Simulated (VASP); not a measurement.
Write the native input for VASP 6.6.1 that does the following.

```yaml
Task: electric field gradients
Functional: PBE
Potentials_or_basis: VASP PAW PBE potentials, release 64 (W_sv, S)
Cutoff: 520 eV
k_mesh: 13 × 13 × 13
Occupations: fermi-dirac, width 0.08 eV
Spin: no spin polarisation
Dipole_correction: no
Further_INCAR_settings: ALGO = Normal; EDIFF = 1e-08; NBANDS = 20
```

The structure of WS2 lies in POSCAR:

```
WS2
1.0
    1.5684027470      0.9055177481      6.1219641228
   -1.5684027470      0.9055177481      6.1219641228
    0.0000000000     -1.8110354963      6.1219641228
W S
1 2
Direct
    0.0000000000      0.0000000000      0.0000000000
    0.7503000000      0.7503000000      0.7503000000
    0.5810000000      0.5810000000      0.5810000000
```

The input as run:

INCAR

```
SYSTEM = WS2
ALGO = Normal ; EDIFF = 1E-8
ENCUT = 520 ; GGA = PE
ISIF = 2 ; ISMEAR = -1
LASPH = .True. ; LCHARG = .False.
LEFG = .True. ; LREAL = .False.
LWAVE = .False. ; NBANDS = 20
NELM = 60 ; PREC = Accurate
SIGMA = 0.08
```

KPOINTS

```
k-points
0
Gamma
  13 13 13
  0 0 0
```

Potentials or basis: VASP PAW PBE potentials, release 64 (W_sv, S).

Launch:

```sh
$ cat potpaw_PBE.64/W_sv/POTCAR potpaw_PBE.64/S/POTCAR > POTCAR
$ mpirun -np 1 vasp_std > vasp.out
```

Results of the run:

| Property | Result |
| --- | --- |
| Pressure | 8.3 GPa |
| Largest force | 0.898 eV/Å |
| Band gap on the k mesh | 1.06 eV (least direct gap 2.17 eV) |
| Largest electric field gradient by atom | W -157.6; S -50.2, -42.5 V/Å² |

Caveat: the cell stands under pressure; without QUAD_EFG the Cq values of the log hold for a quadrupole moment of 1 mb, not for the nuclei; spin-orbit coupling is left out, which moves the levels of the heavy elements.

Run time: 8.8 min on 1 thread of AMD EPYC 9R45 (Zen 5), with other jobs on the host, peak memory 0.44 GiB.
